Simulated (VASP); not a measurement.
Wanted: the native input for a VASP 6.6.1 run.

```
Task                               : single point
Functional                         : HSE06
Potentials or basis                : VASP PAW PBE potentials, release 64 (Ca_sv, Se)
Cutoff                             : 520 eV
k mesh                             : 4 × 4 × 4
Occupations                        : gaussian, width 0.01 eV
Spin                               : no spin polarisation
Dipole correction                  : no
Grid for exact exchange (PRECFOCK) : Normal
Further INCAR settings             : ALGO = Normal; EDIFF = 1e-06; NBANDS = 15
Share of exact exchange            : 0.25
Screening parameter                : 0.2079 1/Å
```

The system is CaSe.

```
CELL_PARAMETERS angstrom
3.63478 0.00000 0.00000
0.00000 3.63478 0.00000
0.00000 0.00000 3.63478
ATOMIC_POSITIONS crystal
Ca 0.00000 0.00000 0.00000
Se 0.50000 0.50000 0.50000
```

The input as run:

POSCAR

```
CaSe
1.0
    3.6347849158      0.0000000000      0.0000000000
    0.0000000000      3.6347849158      0.0000000000
    0.0000000000      0.0000000000      3.6347849158
Ca Se
1 1
Direct
    0.0000000000      0.0000000000      0.0000000000
    0.5000000000      0.5000000000      0.5000000000
```

INCAR.step1

```
SYSTEM = CaSe
ALGO = Normal ; EDIFF = 1E-5
ENCUT = 520 ; GGA = PE
ISIF = 2 ; ISMEAR = 0
LASPH = .True. ; LCHARG = .False.
LREAL = .False. ; LWAVE = .True.
NBANDS = 15 ; NELM = 60
PREC = Accurate ; SIGMA = 0.01
```

INCAR.step2

```
SYSTEM = CaSe
ALGO = Normal ; EDIFF = 1E-6
ENCUT = 520 ; GGA = PE
HFSCREEN = 0.2079 ; ISIF = 2
ISMEAR = 0 ; ISTART = 1
LASPH = .True. ; LCHARG = .False.
LHFCALC = .True. ; LREAL = .False.
LWAVE = .False. ; NBANDS = 15
NELM = 60 ; PREC = Accurate
PRECFOCK = Normal ; SIGMA = 0.01
```

KPOINTS

```
k-points
0
Gamma
  4 4 4
  0 0 0
```

Potentials or basis: VASP PAW PBE potentials, release 64 (Ca_sv, Se).

The run is started by

```sh
$ cat potpaw_PBE.64/Ca_sv/POTCAR potpaw_PBE.64/Se/POTCAR > POTCAR
$ cp INCAR.step1 INCAR
$ mpirun -np 1 vasp_std > vasp.out
$ cp INCAR.step2 INCAR
$ mpirun -np 1 vasp_std > vasp.out
```

It gave:

- Pressure: 0.5 GPa
- Band gap on the k mesh: 1.54 eV

Caveat: the k points lie up to 0.43 Å⁻¹ apart; the structure was generated, so it needn't be the stable form of CaSe; the PAW data sets were made with another functional, which shifts forces and pressure a little.

It took 16 min on 1 thread of AMD EPYC 7R13, on a shared host, peak memory 0.25 GiB.
